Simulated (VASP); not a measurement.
# MoRu5 (P-62m) in VASP: notebook

MoRu5 is run at these levels: PBE; tasks: single point, relaxation of shape and atoms at fixed volume.

Program: VASP 6.6.1. These are calculated values, not measurements. Logs are shortened: lines on timing, memory, paths and dates and some standing lists are left out, and cuts for length are marked.

## 1. The cell of the first run

It takes space group P-62m (No. 189, hexagonal). Conventional cell: a = 4.653 Å, b = 4.653 Å, c = 4.236 Å, α = 90.00°, β = 90.00°, γ = 120.00°. Within 3.5 Å of Mo (site symmetry -62m) lie 12 Ru at 2.64 to 2.69 Å. Within 3.5 Å of Ru (site symmetry -6) lie 9 Ru at 2.62 to 2.69 Å and 3 Mo at 2.69 Å. Within 3.5 Å of Ru (site symmetry m2m) lie 10 Ru at 2.62 to 2.72 Å and 2 Mo at 2.64 Å.

## 2. Single point, PBE (13.24 Å³/atom)

File INCAR:

```
SYSTEM = MoRu5
ALGO = Fast ; EDIFF = 1E-7
ENCUT = 520 ; GGA = PE
ISIF = 2 ; ISMEAR = 0
LASPH = .TRUE. ; LCHARG = .FALSE.
LREAL = .FALSE. ; LWAVE = .FALSE.
NBANDS = 51 ; NELM = 100
PREC = Accurate ; SIGMA = 0.1
```

File KPOINTS:

```
k-points
0
G
  12 12 10
  0 0 0
```

File POSCAR:

```
MoRu5
1.0
    4.6530570210      0.0000000000      0.0000000000
   -2.3265285105      4.0296655854      0.0000000000
    0.0000000000      0.0000000000      4.2360624189
Mo Ru
1 5
Direct
    0.0000000000      0.0000000000      0.0000000000
    0.3333333333      0.6666666667      0.0000000000
    0.6666666667      0.3333333333      0.0000000000
    0.6620662531      0.6620662531      0.5000000000
    0.3379337469      0.0000000000      0.5000000000
    0.0000000000      0.3379337469      0.5000000000
```

Potentials or basis: VASP PAW PBE potentials, release 64 (Mo_sv, Ru_pv).

Run with:

```bash
$ cat potpaw_PBE.64/Mo_sv/POTCAR potpaw_PBE.64/Ru_pv/POTCAR > POTCAR
$ mpirun -np 1 vasp_std > vasp.out
```

OUTCAR:

```text
SYSTEM = MoRu5
   EDIFF = 1E-7
   ENCUT = 520
   GGA = PE
   ISIF = 2
   ISMEAR = 0
   LASPH = .TRUE.
   LREAL = .FALSE.
   NELM = 100
   PREC = Accurate

 ion  position               nearest neighbor table
   1  0.000  0.000  0.000-   4 2.64   6 2.64   4 2.64   6 2.64   5 2.64   5 2.64   2 2.69   3 2.69
                             2 2.69   3 2.69   3 2.69   2 2.69
   2  0.333  0.667  0.000-   5 2.62   5 2.62   6 2.62   6 2.62   4 2.62   4 2.62   3 2.69   3 2.69
                             1 2.69   1 2.69   1 2.69   3 2.69
   3  0.667  0.333  0.000-   6 2.62   6 2.62   5 2.62   5 2.62   4 2.62   4 2.62   2 2.69   2 2.69
                             1 2.69   1 2.69   1 2.69   2 2.69
   4  0.662  0.662  0.500-   3 2.62   3 2.62   2 2.62   2 2.62   1 2.64   1 2.64   5 2.67   5 2.67
                             6 2.67   6 2.67   6 2.72   5 2.72
   5  0.338  0.000  0.500-   2 2.62   2 2.62   3 2.62   3 2.62   1 2.64   1 2.64   4 2.67   6 2.67
                             4 2.67   6 2.67   6 2.72   4 2.72
   6  0.000  0.338  0.500-   3 2.62   3 2.62   2 2.62   2 2.62   1 2.64   1 2.64   5 2.67   5 2.67
                             4 2.67   4 2.67   4 2.72   5 2.72

  LATTYP: Found a hexagonal cell.
 ALAT       =     4.6530570210
 C/A-ratio  =     0.9103826581

  Lattice vectors:

 A1 = (   4.6530570210,   0.0000000000,   0.0000000000)
 A2 = (  -2.3265285105,   4.0296655854,   0.0000000000)
 A3 = (   0.0000000000,   0.0000000000,   4.2360624189)

Analysis of symmetry for initial positions (statically):
=====================================================================
 Subroutine PRICEL returns:
 Original cell was already a primitive cell.

 Routine SETGRP: Setting up the symmetry group for a
 hexagonal supercell.

 Subroutine GETGRP returns: Found 12 space group operations
 (whereof 12 operations were pure point group operations)
 out of a pool of 24 trial point group operations.

The static configuration has the point symmetry D_3h.

Analysis of symmetry for dynamics (positions and initial velocities):
=====================================================================
 Subroutine PRICEL returns:
 Original cell was already a primitive cell.

 Routine SETGRP: Setting up the symmetry group for a
 hexagonal supercell.

 Subroutine GETGRP returns: Found 12 space group operations
 (whereof 12 operations were pure point group operations)
 out of a pool of 24 trial point group operations.

The dynamic configuration has the point symmetry D_3h.

 Subroutine INISYM returns: Found 12 space group operations
 (whereof 12 operations are pure point group operations),
 and found     1 'primitive' translations

----------------------------------------------------------------------------------------

                                     Primitive cell

  volume of cell :      79.4273

  direct lattice vectors                    reciprocal lattice vectors
     4.653057021  0.000000000  0.000000000     0.214912475  0.124079775  0.000000000
    -2.326528511  4.029665585  0.000000000     0.000000000  0.248159550  0.000000000
     0.000000000  0.000000000  4.236062419     0.000000000  0.000000000  0.236068287

  length of vectors
     4.653057021  4.653057021  4.236062419     0.248159550  0.248159550  0.236068287

  position of ions in fractional coordinates (direct lattice)
     0.000000000  0.000000000  0.000000000
     0.333333333  0.666666667  0.000000000
     0.666666667  0.333333333  0.000000000
     0.662066253  0.662066253  0.500000000
     0.337933747  0.000000000  0.500000000
     0.000000000  0.337933747  0.500000000

  ion indices of the primitive-cell ions
   primitive index   ion index
                 1           1
                 2           2
                 3           3
                 4           4
                 5           5
                 6           6

----------------------------------------------------------------------------------------

 KPOINTS: k-points

Automatic generation of k-mesh.
 Grid dimensions read from file:
 generate k-points for:   12   12   10

 Generating k-lattice:

  Cartesian coordinates                     Fractional coordinates (reciprocal lattice)
     0.017909373  0.010339981  0.000000000     0.083333333  0.000000000  0.000000000
     0.000000000  0.020679963  0.000000000     0.000000000  0.083333333  0.000000000
     0.000000000  0.000000000  0.023606829     0.000000000  0.000000000  0.100000000

  Length of vectors
     0.020679963  0.020679963  0.023606829

  Shift w.r.t. Gamma in fractional coordinates (k-lattice)
     0.000000000  0.000000000  0.000000000

 Subroutine IBZKPT returns following result:
 ===========================================

 Found    114 irreducible k-points:

 Following reciprocal coordinates:
            Coordinates               Weight
  0.000000  0.000000  0.000000      1.000000
  0.083333  0.000000  0.000000      6.000000
  0.166667  0.000000  0.000000      6.000000
  0.250000  0.000000  0.000000      6.000000
  0.333333  0.000000  0.000000      6.000000
  0.416667  0.000000  0.000000      6.000000
[... 16 lines left out ...]
  0.250000  0.000000  0.100000     12.000000
  0.333333  0.000000  0.100000     12.000000
 [... further k-points ...]
   k-points           NKPTS =    114   k-points in BZ     NKDIM =    114   number of bands    NBANDS=     51
   number of dos      NEDOS =    301   number of ions     NIONS =      6
   total plane-waves  NPLWV =  41472
   dimension x,y,z NGX =    36 NGY =   36 NGZ =   32
   dimension x,y,z NGXF=    72 NGYF=   72 NGZF=   64
   ions per type =               1   5
   NGX,Y,Z   is equivalent  to a cutoff of  12.86, 12.86, 12.56 a.u.
   NGXF,Y,Z  is equivalent  to a cutoff of  25.72, 25.72, 25.12 a.u.
 SYSTEM =  MoRu5
   PREC   = accura    normal or accurate (medium, high low for compatibility)
   ISTART =      0    job   : 0-new  1-cont  2-samecut
   ICHARG =      2    charge: 1-file 2-atom 10-const
   ISPIN  =      1    spin polarized calculation?
   LNONCOLLINEAR =      F non collinear calculations
   LSORBIT =      F    spin-orbit coupling
   LASPH  =      T    aspherical Exc in radial PAW
   ENCUT  =  520.0 eV  38.22 Ry    6.18 a.u.   8.65  8.65  7.88*2*pi/ulx,y,z
   NELM   =    100;   NELMIN=  2; NELMDL= -5     # of ELM steps
   EDIFF  = 0.1E-06   stopping-criterion for ELM
   LREAL  =      F    real-space projection
   EDIFFG = 0.1E-05   stopping-criterion for IOM
   NSW    =      0    number of steps for IOM
   IBRION =     -1    ionic relax: 0-MD 1-quasi-New 2-CG
   NFREE  =      0    steps in history (QN), initial steepest desc. (CG)
   ISIF   =      2    stress and relaxation
   ISYM   =      2    0-nonsym 1-usesym 2-fastsym
   POTIM  = 0.5000    time-step for ionic-motion
   TEBEG  =    0.0;   TEEND  =   0.0 temperature during run
   PSTRESS=    0.0 pullay stress
   NELECT =      84.0000    total number of electrons
   NUPDOWN=      -1.0000    fix difference up-down
   EMIN   =  10.00;   EMAX   =-10.00  energy-range for DOS
   EFERMI =   0.00;   METHOD = LEGACY
   ISMEAR =     0;   SIGMA  =   0.10  broadening in eV -4-tet -1-fermi 0-gaus
   EFERMI_NEDOS =   21; number of points for ismear=-14 and -15
   IALGO  =     68    algorithm
   IMIX   =      4    mixing-type and parameters
     AMIX     =   0.40;   BMIX     =  1.00
     AMIX_MAG =   1.60;   BMIX_MAG =  1.00
  volume/ion in A,a.u.               =      13.24        89.33
  Fermi-wavevector in a.u.,A,eV,Ry     =   1.667931  3.151932 37.851313  2.781993
  Thomas-Fermi vector in A             =   2.753867
   LORBIT       =      0    0 simple, 1 ext, 2 COOP (PROOUT), +10 PAW based schemes
   GGA     = PE    functional components
   LHFCALC =     F    Hartree Fock is set to
   AEXX    =    0.0000 exact exchange contribution
   IVDW    =     0    specifies the selected vdW correction
   LEPSILON=     F    determine dielectric tensor
   LRPA    =     F    only Hartree local field effects (RPA)
 non-spin polarized calculation
 RMM-DIIS sequential band-by-band and
 Gauss-broadening in eV      SIGMA  =   0.10
  energy-cutoff  :      520.00
  volume of cell :       79.43
 maximum number of plane-waves:      2164
 NGX is ok and might be reduce to    36
   NGX = 17   NGY = 17   NGZ = 15

 number of electron      83.9999982 magnetization

 Free energy of the ion-electron system (eV)
  ---------------------------------------------------
  ext. energy  EPLUGINS =         0.00000000
  ---------------------------------------------------
  free energy    TOTEN  =       -56.98059587 eV

  energy without entropy =      -56.95567014  energy(sigma->0) =      -56.96813300

 E-fermi :  13.4949     XC(G=0): -14.2875

 val. band max:       13.4907262063   @ k =   0.3333   0.0833   0.1000
 cond. band min:      13.5029079877   @ k =   0.3333   0.0833   0.0000
 fundamental gap:      0.0121817813
 Fermi energy:        13.4949416605

 k-point     1 :       0.0000    0.0000    0.0000
  band No.  band energies     occupation
      1     -47.2858      2.00000
      2     -29.9563      2.00000
      3     -29.6633      2.00000
      4     -29.6633      2.00000
      5     -29.5794      2.00000
      6     -29.4555      2.00000
[... 43 lines left out ...]
     50      16.0998      0.00000
     51      16.0998      0.00000

 k-point     2 :       0.0833    0.0000    0.0000
  band No.  band energies     occupation
      1     -47.2859      2.00000
      2     -29.9497      2.00000
      3     -29.6743      2.00000
      4     -29.6691      2.00000
      5     -29.5743      2.00000
      6     -29.4577      2.00000
[... 43 lines left out ...]
     50      16.1199      0.00000
     51      16.6357      0.00000

 k-point     3 :       0.1667    0.0000    0.0000
  band No.  band energies     occupation
      1     -47.2861      2.00000
      2     -29.9303      2.00000
      3     -29.7037      2.00000
      4     -29.6723      2.00000
      5     -29.5593      2.00000
      6     -29.4657      2.00000
[... 43 lines left out ...]
     50      16.1730      0.00000
     51      17.7536      0.00000
[... 1027 lines left out ...]
 k-point    23 :       0.2500    0.0000    0.1000
  band No.  band energies     occupation
      1     -47.2865      2.00000
      2     -29.8855      2.00000
      3     -29.7522      2.00000
      4     -29.6673      2.00000
      5     -29.5901      2.00000
      6     -29.5099      2.00000
[... 43 lines left out ...]
     50      16.1434      0.00000
     51      18.2675      0.00000

 k-point    24 :       0.3333    0.0000    0.1000
  band No.  band energies     occupation
      1     -47.2868      2.00000
      2     -29.8546      2.00000
      3     -29.7814      2.00000
      4     -29.6428      2.00000
      5     -29.5844      2.00000
      6     -29.5196      2.00000
[... 43 lines left out ...]
     50      16.2119      0.00000
     51      17.2476      0.00000

 [... further k-points ...]
[... 5 lines left out ...]
  --------------------------------------------------------------------------------------
  -------------------------------------------------------------------------------------
  Total       10.7563322     10.7563322     10.7648704      0.0000000      0.0000000      0.0000000
  in kB      216.9726824    216.9726824    217.1449119      0.0000000      0.0000000      0.0000000
  external PRESSURE =     217.0300922 kB  Pullay stress =       0.0000000 kB

 VOLUME and BASIS-vectors are now :
 -----------------------------------------------------------------------------
  energy-cutoff  :      520.00
  volume of cell :       79.43
      direct lattice vectors                 reciprocal lattice vectors
     4.653057021  0.000000000  0.000000000     0.214912475  0.124079775  0.000000000
    -2.326528511  4.029665585  0.000000000     0.000000000  0.248159550  0.000000000
     0.000000000  0.000000000  4.236062419     0.000000000  0.000000000  0.236068287

 POSITION                                       TOTAL-FORCE (eV/Angst)
 -----------------------------------------------------------------------------------
      0.00000      0.00000      0.00000         0.000000      0.000000      0.000000
     -0.00000      2.68644      0.00000         0.000000      0.000000      0.000000
      2.32653      1.34322      0.00000         0.000000      0.000000      0.000000
      1.54032      2.66791      2.11803        -0.003939     -0.006823     -0.000000
      1.57242      0.00000      2.11803         0.007878     -0.000000      0.000000
     -0.78621      1.36176      2.11803        -0.003939      0.006823      0.000000
 -----------------------------------------------------------------------------------
    total drift:                                0.000000      0.000000      0.000000

  FREE ENERGIE OF THE ION-ELECTRON SYSTEM (eV)
  ---------------------------------------------------
  free  energy   TOTEN  =       -56.9805958721 eV

  energy  without entropy=      -56.9556701367  energy(sigma->0) =      -56.96813300
```

It took 4 min on 1 thread of Intel Xeon 6975P-C (Granite Rapids), shared host; peak memory 0.45 GiB.

What came out:

```
Free energy            : -56.9806 eV
Pressure               : 21.7 GPa
Largest force          : 0.008 eV/Å
Band gap on the k mesh : zero (bands 42 and 43 overlap by 1.37 eV)
```

Forces on the atoms (eV/Å):
```
Mo   0.000  0.000  0.000
Ru   0.000  0.000  0.000
Ru   0.000  0.000  0.000
Ru  -0.004 -0.007  0.000
Ru   0.008  0.000  0.000
Ru  -0.004  0.007  0.000
```

Caveat: the cell stands under pressure.

## 3. Relaxation of shape and atoms at fixed volume, PBE (14.93 Å³/atom)

This run uses another cell than the first one, of 14.93 Å³/atom.

File INCAR:

```
PREC = Accurate ; ENCUT = 600
EDIFF = 1E-6 ; ISMEAR = 0
SIGMA = 0.1 ; LREAL = False
LASPH = True ; NELM = 80
ALGO = Fast ; ISIF = 4
LWAVE = False ; LCHARG = False
GGA = PE ; IBRION = 2
NSW = 50 ; EDIFFG = -0.01
```

File KPOINTS:

```
Automatic mesh
0
Gamma
  12 12 10
```

File POSCAR:

```
MoRu5
1.0
    4.8500178195      0.0000000000      0.0000000000
   -2.4250089098      4.2002386405      0.0000000000
    0.0000000000      0.0000000000      4.3967365459
Mo Ru
1 5
Direct
    0.0000000000      0.0000000000      0.0000000000
    0.3333333333      0.6666666667      0.0000000000
    0.6666666667      0.3333333333      0.0000000000
    0.6612736221      0.6612736221      0.5000000000
    0.3387263779      0.0000000000      0.5000000000
    0.0000000000      0.3387263779      0.5000000000
```

Potentials or basis: VASP PAW PBE potentials, release 64 (Mo_sv, Ru_pv).

Run with:

```bash
$ cat potpaw_PBE.64/Mo_sv/POTCAR potpaw_PBE.64/Ru_pv/POTCAR > POTCAR
$ mpirun -np 1 vasp_std > vasp.out
```

It took 70 min on 1 thread of Oxide Virtual Turin-like, shared host; peak memory 0.56 GiB.

Results (log left out):

```
Free energy               : -57.0591 eV
Energy gained by relaxing : 0.0 meV/atom
Ionic steps               : 9
Pressure after relaxing   : -15.3 GPa
Band gap on the k mesh    : zero (bands 42 and 43 overlap by 1.13 eV)
```

Forces in eV/Å, atoms in the order of the input:
```
Mo   0.000  0.000  0.000
Ru   0.000  0.000  0.000
Ru   0.000  0.000  0.000
Ru  -0.001 -0.003  0.000
Ru   0.003  0.000  0.000
Ru  -0.001  0.003  0.000
```

Step by step:
| step | energy change (eV) | largest force (eV/Å) | pressure (GPa) | volume (Å³) |
| --- | --- | --- | --- | --- |
| 1 | 0.0000 | 0.0211 | -15.32 | 89.57 |
| 2 | -0.0002 | 0.0085 | -15.30 | 89.57 |
| 3 | -0.0003 | 0.0123 | -15.30 | 89.57 |
| 4 | -0.0003 | 0.0128 | -15.30 | 89.57 |
| 5 | -0.0003 | 0.0133 | -15.31 | 89.57 |
| 6 | -0.0002 | 0.0181 | -15.31 | 89.57 |
| 7 | -0.0003 | 0.0116 | -15.31 | 89.57 |
| 8 | -0.0003 | 0.0123 | -15.29 | 89.57 |
| 9 | -0.0003 | 0.0029 | -15.29 | 89.57 |

Final structure:
```
Mo Ru
1.0
     4.85250    0.00000    0.00000
    -2.42625    4.20239    0.00000
     0.00000    0.00000    4.39224
Mo Ru
1 5
Direct
  0.00000 0.00000 0.00000
  0.33333 0.66667 0.00000
  0.66667 0.33333 0.00000
  0.66101 0.66101 0.50000
  0.33899 0.00000 0.50000
  0.00000 0.33899 0.50000
```

Levels at points of the mesh, in eV from the Fermi level:
| k point | band 38 | band 39 | band 40 | band 41 | band 42 | band 43 | band 44 | band 45 | band 46 | band 47 |
| --- | --- | --- | --- | --- | --- | --- | --- | --- | --- | --- |
| (0.00, 0.00, 0.00) | -1.34 | -0.91 | -0.91 | -0.48 | -0.48 | 0.99 | 1.33 | 1.33 | 1.43 | 1.43 |
| (0.50, 0.00, 0.00) | -1.09 | -1.04 | -0.80 | -0.62 | -0.01 | 0.01 | 0.35 | 0.73 | 1.45 | 1.62 |
| (0.00, 0.00, 0.50) | -1.83 | -1.83 | -0.72 | -0.72 | -0.53 | -0.53 | 0.81 | 0.81 | 1.03 | 1.03 |
| (0.50, 0.00, 0.50) | -0.99 | -0.79 | -0.59 | -0.38 | 0.58 | 0.92 | 1.01 | 1.04 | 1.54 | 1.65 |
